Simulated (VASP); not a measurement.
A run of VASP 6.6.1:

INCAR

```
SYSTEM = C
ALGO = Normal ; EDIFF = 1E-6
ENCUT = 520 ; ISIF = 2
ISMEAR = 0 ; LASPH = .TRUE.
LCHARG = .FALSE. ; LREAL = .FALSE.
LWAVE = .FALSE. ; NBANDS = 11
NELM = 60 ; PREC = Accurate
SIGMA = 0.05
```

KPOINTS

```
k-points
0
G
  14 14 14
  0 0 0
```

Contents of POSCAR:

```
C
1.0
    0.0000000000      2.1589050000      3.3982200000
    1.2464200000      0.0000000000      3.3982200000
    1.2464200000      2.1589050000      0.0000000000
C
2
Direct
    0.1666700000      0.8333300000      0.1666700000
    0.8333300000      0.1666700000      0.8333300000
```

Potentials or basis: VASP PAW LDA potentials, release 64 (C).

Command:

```console
$ cat potpaw_LDA.64/C/POTCAR > POTCAR
$ mpirun -np 1 vasp_std > vasp.out
```

Hardware: 1 thread of Intel(R) Xeon(R) 6975P-C (Granite Rapids) (shared host).

Problem. How long does it take, and how much memory?

Solution. Wall time 51 s on 1 thread of Intel(R) Xeon(R) 6975P-C (Granite Rapids), on a shared host, peak memory 0.17 GiB. Counts: scf iterations 11, k points 428.
